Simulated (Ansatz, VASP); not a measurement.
## SbTe2O3: VASP beside Ansatz

```xyz
6
Lattice="4.6619 0.0000 0.0000 0.0000 4.6619 0.0000 0.0000 0.0000 5.2293" Properties=species:S:1:pos:R:3 pbc="T T T"
Sb    0.0000    0.0000    1.6803
Te    2.3309    0.0000    4.4221
Te    0.0000    2.3309    4.4221
O     2.3309    0.0000    1.1811
O     0.0000    2.3309    1.1811
O     2.3309    2.3309    4.3410
```

Alike in both runs: functional PBE; k mesh 8 × 8 × 8; occupations gaussian, width 0.1 eV; no spin polarisation.

Ansatz relaxed the structure, and its values are those at the end. VASP's run is a single point on that final structure, the one shown.

```csv
,VASP,Ansatz
version,VASP 6.6.1,Ansatz 0.2.0
potentials or method,"VASP PAW PBE potentials, release 64 (Sb, Te, O), cutoff 520 eV","scalar-relativistic, plane waves, PAW"
valence electrons in the cell,35,65
```

VASP gave:

```
gap on the k mesh at the Fermi level (eV) : none
pressure (GPa)                            : -0.5
rms of the force components (eV/Å)        : 0.008
```

Q: Estimate Ansatz's values.

A: gap on the k mesh at the Fermi level (eV): none; pressure (GPa): 0.0; rms of the force components (eV/Å): 0.003.

A gap of «none» marks a metal or a gap that the smearing closes. The functional is the same, so the differences come from potentials, cutoffs and numerics. VASP's potentials hold 35 valence electrons a cell and Ansatz's 65, so a difference there can come from the potentials and not from the codes.

Neither program's run includes spin-orbit coupling.
